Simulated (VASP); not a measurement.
Write the native input for VASP 6.6.1 that does the following.

```
Task                   : single point
Functional             : PBEsol
Potentials or basis    : VASP PAW PBE potentials, release 64 (Co)
Cutoff                 : 520 eV
k mesh                 : 4 × 4 × 4
Occupations            : gaussian, width 0.1 eV
Spin                   : collinear spin, ferromagnetic start
Starting moments       : [3.0, 3.0, 3.0, 3.0, 3.0, 3.0, 3.0, 3.0] μB
Dipole correction      : no
Further INCAR settings : ALGO = Normal; EDIFF = 1e-06; NBANDS = 50
```

The structure of Co lies in POSCAR:

```
Co
1.0
    4.4463256919      0.0000000000      0.0000000000
    0.0000000000      4.4463256919      0.0000000000
    0.0000000000      0.0000000000      4.4463256919
Co
8
Direct
    0.5000000000      0.5000000000      0.5000000000
    0.0000000000      0.0000000000      0.0000000000
    0.2500000000      0.0000000000      0.5000000000
    0.5000000000      0.2500000000      0.0000000000
    0.5000000000      0.7500000000      0.0000000000
    0.7500000000      0.0000000000      0.5000000000
    0.0000000000      0.5000000000      0.7500000000
    0.0000000000      0.5000000000      0.2500000000
```

One way to write it, as run:

INCAR

```
PREC = Accurate ; ENCUT = 520
EDIFF = 1E-6 ; ISMEAR = 0
SIGMA = 0.1 ; LREAL = F
LASPH = T ; NELM = 150
ALGO = Normal ; ISIF = 2
LWAVE = F ; LCHARG = F
ISPIN = 2 ; MAGMOM = 3 3 3 3 3 3 3 3
LORBIT = 11 ; LMAXMIX = 4
GGA = PS ; NBANDS = 50
```

KPOINTS

```
regular mesh
0
Gamma
  4 4 4
```

Potentials or basis: VASP PAW PBE potentials, release 64 (Co).

The run is started by

```bash
$ cat potpaw_PBE.64/Co/POTCAR > POTCAR
$ mpirun -np 1 vasp_std > vasp.out
```

Results of the run:

- Pressure: -7.7 GPa
- Net moment: 13.48 μB per cell
- Site moments: Co +1.62, +1.73 (each value once) μB
- Valence electrons inside the program's atomic spheres: Co 8.29, 8.26 (each value once)

Caveat: the cell stands under tension; the PAW data sets were made with another functional, which shifts forces and pressure a little.

It took 84 s on 1 thread of AMD EPYC 9R45 96-Core Processor (Zen 5), with other jobs on the host, peak memory 0.23 GiB.
